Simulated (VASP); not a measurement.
# In3As (Pm-3m) in VASP: notebook

Runs on In3As. Level: PBE. Tasks: single point, relaxation of cell and atoms.

Everything below comes from runs of VASP 6.6.1. Logs are shortened: lines on timing, memory, paths and dates and some standing lists are left out, and cuts for length are marked.

## 1. The cell of the first run

The structure is cubic, space group Pm-3m (No. 221). The conventional cell has a = 4.672 Å, b = 4.672 Å, c = 4.672 Å, α = 90.00°, β = 90.00°, γ = 90.00°. Within 4.3 Å of In (site symmetry 4/mmm) lie 8 In at 3.30 Å and 4 As at 3.30 Å. Within 4.3 Å of As (site symmetry m-3m) lie 12 In at 3.30 Å.

## 2. Single point, PBE

INCAR

```
ALGO     = Fast           # electronic algorithm
EDIFF    = 1E-6           # SCF threshold, eV
ENCUT    = 520            # plane-wave cutoff, eV
GGA      = PE             # functional
ISIF     = 2              # what is computed and relaxed
ISMEAR   = 0              # smearing method
LASPH    = True           # aspherical terms in the spheres
LCHARG   = False          # write CHGCAR
LREAL    = False          # projectors in reciprocal space
LWAVE    = False          # write WAVECAR
NBANDS   = 30             # bands
NELM     = 100            # most SCF steps
PREC     = Accurate       # precision mode
SIGMA    = 0.1            # smearing width, eV
```

KPOINTS

```
k-points
0
Gamma
  4 4 4
```

POSCAR

```
In3As
1.0
    4.6716810000      0.0000000000      0.0000000000
    0.0000000000      4.6716810000      0.0000000000
    0.0000000000      0.0000000000      4.6716810000
In As
3 1
Direct
    0.0000000000      0.5000000000      0.5000000000
    0.5000000000      0.0000000000      0.5000000000
    0.5000000000      0.5000000000      0.0000000000
    0.0000000000      0.0000000000      0.0000000000
```

Potentials or basis: VASP PAW PBE potentials, release 64 (In_d, As).

Started as:

```
> cat potpaw_PBE.64/In_d/POTCAR potpaw_PBE.64/As/POTCAR > POTCAR
> mpirun -np 1 vasp_std > vasp.out
```

OUTCAR:

```text
EDIFF = 1E-6
   ENCUT = 520
   GGA = PE
   ISIF = 2
   ISMEAR = 0
   LASPH = True
   LREAL = False
   NELM = 100
   PREC = Accurate

 ion  position               nearest neighbor table
   1  0.000  0.500  0.500-   2 3.30   3 3.30   4 3.30   3 3.30   4 3.30   2 3.30   4 3.30   4 3.30
                             2 3.30   3 3.30   3 3.30   2 3.30
   2  0.500  0.000  0.500-   1 3.30   3 3.30   4 3.30   3 3.30   4 3.30   1 3.30   3 3.30   3 3.30
                             1 3.30   4 3.30   4 3.30   1 3.30
   3  0.500  0.500  0.000-   1 3.30   2 3.30   4 3.30   1 3.30   2 3.30   2 3.30   4 3.30   2 3.30
                             1 3.30   4 3.30   1 3.30   4 3.30
   4  0.000  0.000  0.000-   1 3.30   2 3.30   3 3.30   1 3.30   2 3.30   1 3.30   3 3.30   1 3.30
                             2 3.30   3 3.30   2 3.30   3 3.30

  LATTYP: Found a simple cubic cell.
 ALAT       =     4.6716810000

  Lattice vectors:

 A1 = (   4.6716810000,   0.0000000000,   0.0000000000)
 A2 = (   0.0000000000,   4.6716810000,   0.0000000000)
 A3 = (   0.0000000000,   0.0000000000,   4.6716810000)

Analysis of symmetry for initial positions (statically):
=====================================================================
 Subroutine PRICEL returns:
 Original cell was already a primitive cell.

 Routine SETGRP: Setting up the symmetry group for a
 simple cubic supercell.

 Subroutine GETGRP returns: Found 48 space group operations
 (whereof 48 operations were pure point group operations)
 out of a pool of 48 trial point group operations.

The static configuration has the point symmetry O_h .

Analysis of symmetry for dynamics (positions and initial velocities):
=====================================================================
 Subroutine PRICEL returns:
 Original cell was already a primitive cell.

 Routine SETGRP: Setting up the symmetry group for a
 simple cubic supercell.

 Subroutine GETGRP returns: Found 48 space group operations
 (whereof 48 operations were pure point group operations)
 out of a pool of 48 trial point group operations.

The dynamic configuration has the point symmetry O_h .

 Subroutine INISYM returns: Found 48 space group operations
 (whereof 48 operations are pure point group operations),
 and found     1 'primitive' translations

----------------------------------------------------------------------------------------

                                     Primitive cell

  volume of cell :     101.9576

  direct lattice vectors                    reciprocal lattice vectors
     4.671681000  0.000000000  0.000000000     0.214055711  0.000000000  0.000000000
     0.000000000  4.671681000  0.000000000     0.000000000  0.214055711  0.000000000
     0.000000000  0.000000000  4.671681000     0.000000000  0.000000000  0.214055711

  length of vectors
     4.671681000  4.671681000  4.671681000     0.214055711  0.214055711  0.214055711

  position of ions in fractional coordinates (direct lattice)
     0.000000000  0.500000000  0.500000000
     0.500000000  0.000000000  0.500000000
     0.500000000  0.500000000  0.000000000
     0.000000000  0.000000000  0.000000000

  ion indices of the primitive-cell ions
   primitive index   ion index
                 1           1
                 2           2
                 3           3
                 4           4

----------------------------------------------------------------------------------------

 KPOINTS: k-points

Automatic generation of k-mesh.
 Grid dimensions read from file:
 generate k-points for:    4    4    4

 Generating k-lattice:

  Cartesian coordinates                     Fractional coordinates (reciprocal lattice)
     0.053513928  0.000000000  0.000000000     0.250000000  0.000000000  0.000000000
     0.000000000  0.053513928  0.000000000     0.000000000  0.250000000  0.000000000
     0.000000000  0.000000000  0.053513928     0.000000000  0.000000000  0.250000000

  Length of vectors
     0.053513928  0.053513928  0.053513928

  Shift w.r.t. Gamma in fractional coordinates (k-lattice)
     0.000000000  0.000000000  0.000000000

 Subroutine IBZKPT returns following result:
 ===========================================

 Found     10 irreducible k-points:

 Following reciprocal coordinates:
            Coordinates               Weight
  0.000000  0.000000  0.000000      1.000000
  0.250000  0.000000  0.000000      6.000000
  0.500000  0.000000  0.000000      3.000000
  0.250000  0.250000  0.000000     12.000000
  0.500000  0.250000  0.000000     12.000000
  0.500000  0.500000  0.000000      3.000000
  0.250000  0.250000  0.250000      8.000000
  0.500000  0.250000  0.250000     12.000000
  0.500000  0.500000  0.250000      6.000000
  0.500000  0.500000  0.500000      1.000000
   k-points           NKPTS =     10   k-points in BZ     NKDIM =     10   number of bands    NBANDS=     30
   number of dos      NEDOS =    301   number of ions     NIONS =      4
   total plane-waves  NPLWV =  46656
   dimension x,y,z NGX =    36 NGY =   36 NGZ =   36
   dimension x,y,z NGXF=    72 NGYF=   72 NGZF=   72
   ions per type =               3   1
   NGX,Y,Z   is equivalent  to a cutoff of  12.81, 12.81, 12.81 a.u.
   NGXF,Y,Z  is equivalent  to a cutoff of  25.62, 25.62, 25.62 a.u.
 SYSTEM =  unknown system
   PREC   = accura    normal or accurate (medium, high low for compatibility)
   ISTART =      0    job   : 0-new  1-cont  2-samecut
   ICHARG =      2    charge: 1-file 2-atom 10-const
   ISPIN  =      1    spin polarized calculation?
   LNONCOLLINEAR =      F non collinear calculations
   LSORBIT =      F    spin-orbit coupling
   LASPH  =      T    aspherical Exc in radial PAW
   ENCUT  =  520.0 eV  38.22 Ry    6.18 a.u.   8.69  8.69  8.69*2*pi/ulx,y,z
   NELM   =    100;   NELMIN=  2; NELMDL= -5     # of ELM steps
   EDIFF  = 0.1E-05   stopping-criterion for ELM
   LREAL  =      F    real-space projection
   EDIFFG = 0.1E-04   stopping-criterion for IOM
   NSW    =      0    number of steps for IOM
   IBRION =     -1    ionic relax: 0-MD 1-quasi-New 2-CG
   NFREE  =      0    steps in history (QN), initial steepest desc. (CG)
   ISIF   =      2    stress and relaxation
   ISYM   =      2    0-nonsym 1-usesym 2-fastsym
   POTIM  = 0.5000    time-step for ionic-motion
   TEBEG  =    0.0;   TEEND  =   0.0 temperature during run
   PSTRESS=    0.0 pullay stress
   NELECT =      44.0000    total number of electrons
   NUPDOWN=      -1.0000    fix difference up-down
   EMIN   =  10.00;   EMAX   =-10.00  energy-range for DOS
   EFERMI =   0.00;   METHOD = LEGACY
   ISMEAR =     0;   SIGMA  =   0.10  broadening in eV -4-tet -1-fermi 0-gaus
   EFERMI_NEDOS =   21; number of points for ismear=-14 and -15
   IALGO  =     68    algorithm
   IMIX   =      4    mixing-type and parameters
     AMIX     =   0.40;   BMIX     =  1.00
     AMIX_MAG =   1.60;   BMIX_MAG =  1.00
  volume/ion in A,a.u.               =      25.49       172.01
  Fermi-wavevector in a.u.,A,eV,Ry     =   1.237141  2.337858 20.823961  1.530518
  Thomas-Fermi vector in A             =   2.371720
   LORBIT       =      0    0 simple, 1 ext, 2 COOP (PROOUT), +10 PAW based schemes
   GGA     = PE    functional components
   LHFCALC =     F    Hartree Fock is set to
   AEXX    =    0.0000 exact exchange contribution
   IVDW    =     0    specifies the selected vdW correction
   LEPSILON=     F    determine dielectric tensor
   LRPA    =     F    only Hartree local field effects (RPA)
 non-spin polarized calculation
 RMM-DIIS sequential band-by-band and
 Gauss-broadening in eV      SIGMA  =   0.10
  energy-cutoff  :      520.00
  volume of cell :      101.96
 maximum number of plane-waves:      2800
 NGX is ok and might be reduce to    36
   NGX = 17   NGY = 17   NGZ = 17

 number of electron      43.9999975 magnetization

 Free energy of the ion-electron system (eV)
  ---------------------------------------------------
  ext. energy  EPLUGINS =         0.00000000
  ---------------------------------------------------
  free energy    TOTEN  =       -12.00486534 eV

  energy without entropy =      -11.98707552  energy(sigma->0) =      -11.99597043

 E-fermi :   6.9156     XC(G=0): -10.1478

 val. band max:        6.8875977693   @ k =   0.2500   0.0000   0.0000
 cond. band min:       6.9691409151   @ k =   0.2500   0.2500   0.2500
 fundamental gap:      0.0815431458
 Fermi energy:         6.9156459831

 k-point     1 :       0.0000    0.0000    0.0000
  band No.  band energies     occupation
      1      -8.0773      2.00000
      2      -8.0654      2.00000
      3      -8.0654      2.00000
      4      -8.0654      2.00000
      5      -7.8928      2.00000
      6      -7.8928      2.00000
[... 22 lines left out ...]
     29      12.6103      0.00000
     30      13.8990      0.00000

 k-point     2 :       0.2500    0.0000    0.0000
  band No.  band energies     occupation
      1      -8.0548      2.00000
      2      -8.0206      2.00000
      3      -7.9988      2.00000
      4      -7.9988      2.00000
      5      -7.8844      2.00000
      6      -7.8491      2.00000
[... 22 lines left out ...]
     29      13.7995      0.00000
     30      14.1664      0.00000

 k-point     3 :       0.5000    0.0000    0.0000
  band No.  band energies     occupation
      1      -8.0434      2.00000
      2      -7.9388      2.00000
      3      -7.8658      2.00000
      4      -7.8536      2.00000
      5      -7.8536      2.00000
      6      -7.8068      2.00000
[... 22 lines left out ...]
     29      11.8993      0.00000
     30      12.9761      0.00000

 k-point     4 :       0.2500    0.2500    0.0000
  band No.  band energies     occupation
      1      -8.0089      2.00000
      2      -7.9981      2.00000
      3      -7.9693      2.00000
      4      -7.9432      2.00000
      5      -7.8643      2.00000
      6      -7.8185      2.00000
[... 154 lines left out ...]
     29      13.2006      0.00000
     30      13.5295      0.00000

 k-point     9 :       0.5000    0.5000    0.2500
  band No.  band energies     occupation
      1      -7.9471      2.00000
      2      -7.9392      2.00000
      3      -7.9392      2.00000
      4      -7.9327      2.00000
      5      -7.8825      2.00000
      6      -7.8825      2.00000
[... 22 lines left out ...]
     29      13.4747      0.00000
     30      14.9821      0.00000

 k-point    10 :       0.5000    0.5000    0.5000
  band No.  band energies     occupation
      1      -8.0025      2.00000
      2      -7.9630      2.00000
      3      -7.9630      2.00000
      4      -7.9630      2.00000
      5      -7.9030      2.00000
      6      -7.9030      2.00000
[... 22 lines left out ...]
     29      15.7464      0.00000
     30      15.9556      0.00000

------------------------ aborting loop because EDIFF is reached ----------------------------------------

  FORCE on cell =-STRESS in cart. coord.  units (eV):
  Direction    XX          YY          ZZ          XY          YZ          ZX
  --------------------------------------------------------------------------------------
  -------------------------------------------------------------------------------------
  Total       -0.0361027     -0.0361027     -0.0361027      0.0000000      0.0000000      0.0000000
  in kB       -0.5673241     -0.5673241     -0.5673241      0.0000000      0.0000000      0.0000000
  external PRESSURE =      -0.5673241 kB  Pullay stress =       0.0000000 kB

 VOLUME and BASIS-vectors are now :
 -----------------------------------------------------------------------------
  energy-cutoff  :      520.00
  volume of cell :      101.96
      direct lattice vectors                 reciprocal lattice vectors
     4.671681000  0.000000000  0.000000000     0.214055711  0.000000000  0.000000000
     0.000000000  4.671681000  0.000000000     0.000000000  0.214055711  0.000000000
     0.000000000  0.000000000  4.671681000     0.000000000  0.000000000  0.214055711

 POSITION                                       TOTAL-FORCE (eV/Angst)
 -----------------------------------------------------------------------------------
      0.00000      2.33584      2.33584         0.000000      0.000000      0.000000
      2.33584      0.00000      2.33584         0.000000      0.000000      0.000000
      2.33584      2.33584      0.00000         0.000000      0.000000      0.000000
      0.00000      0.00000      0.00000         0.000000      0.000000      0.000000
 -----------------------------------------------------------------------------------
    total drift:                                0.000000      0.000000      0.000000

  FREE ENERGIE OF THE ION-ELECTRON SYSTEM (eV)
  ---------------------------------------------------
  free  energy   TOTEN  =       -12.0048653356 eV

  energy  without entropy=      -11.9870755154  energy(sigma->0) =      -11.99597043
```

Wall time 69 s (1 thread of AMD EPYC 7R13, shared host); peak memory 0.18 GiB.

Results:

| Quantity | Value |
| --- | --- |
| Free energy | -12.0049 eV |
| Pressure | -0.1 GPa |
| Band gap on the k mesh | zero (band 22 reaches 7.07 eV, above the bottom of band 23 at 3.27 eV) |

Caveat: spin-orbit coupling is left out, which moves the levels of the heavy elements.

## 3. Single point, PBE

This run uses another cell than the first one, of 25.70 Å³/atom, 1.008 times its volume.

INCAR

```
SYSTEM = In3As
PREC = Accurate
ENCUT = 520
EDIFF = 1E-6
ISMEAR = 0
SIGMA = 0.1
LREAL = .False.
LASPH = .True.
NELM = 80
ALGO = Fast
ISIF = 2
LWAVE = .False.
LCHARG = .False.
GGA = PE
NBANDS = 30
```

KPOINTS

```
regular mesh
0
Gamma
  10 10 10
  0 0 0
```

POSCAR

```
In3As
1.0
    4.6844748895      0.0000000000      0.0000000000
    0.0000000000      4.6844748895      0.0000000000
    0.0000000000      0.0000000000      4.6844748895
In As
3 1
Direct
    0.0000000000      0.5000000000      0.5000000000
    0.5000000000      0.0000000000      0.5000000000
    0.5000000000      0.5000000000      0.0000000000
    0.0000000000      0.0000000000      0.0000000000
```

Potentials or basis: VASP PAW PBE potentials, release 64 (In_d, As).

Started as:

```
> cat potpaw_PBE.64/In_d/POTCAR potpaw_PBE.64/As/POTCAR > POTCAR
> mpirun -np 1 vasp_std > vasp.out
```

Wall time 6.3 min (1 thread of AMD EPYC 7R13, shared host); peak memory 0.27 GiB.

It converged, with:

* Free energy: -12.0415 eV
* Pressure: 0.0 GPa
* Band gap on the k mesh: zero (band 22 reaches 6.99 eV, above the bottom of band 23 at 3.22 eV)

Levels at points of the mesh, in eV from the Fermi level:
| k point | band 19 | band 20 | band 21 | band 22 | band 23 | band 24 | band 25 | band 26 |
| --- | --- | --- | --- | --- | --- | --- | --- | --- |
| (0.00, 0.00, 0.00) | -2.80 | -2.80 | -1.88 | -1.88 | 2.09 | 2.09 | 2.09 | 4.56 |
| (0.50, 0.00, 0.00) | -1.54 | -1.54 | -1.21 | 0.00 | 0.00 | 0.04 | 1.50 | 4.67 |
| (0.50, 0.50, 0.00) | -5.76 | -0.73 | -0.35 | 0.45 | 0.45 | 1.76 | 1.97 | 1.97 |
| (0.50, 0.50, 0.50) | -4.18 | -3.89 | -3.89 | -3.89 | -3.31 | 4.69 | 4.69 | 4.69 |

Caveat: spin-orbit coupling is left out, which moves the levels of the heavy elements.

[end of part 1 of 2]
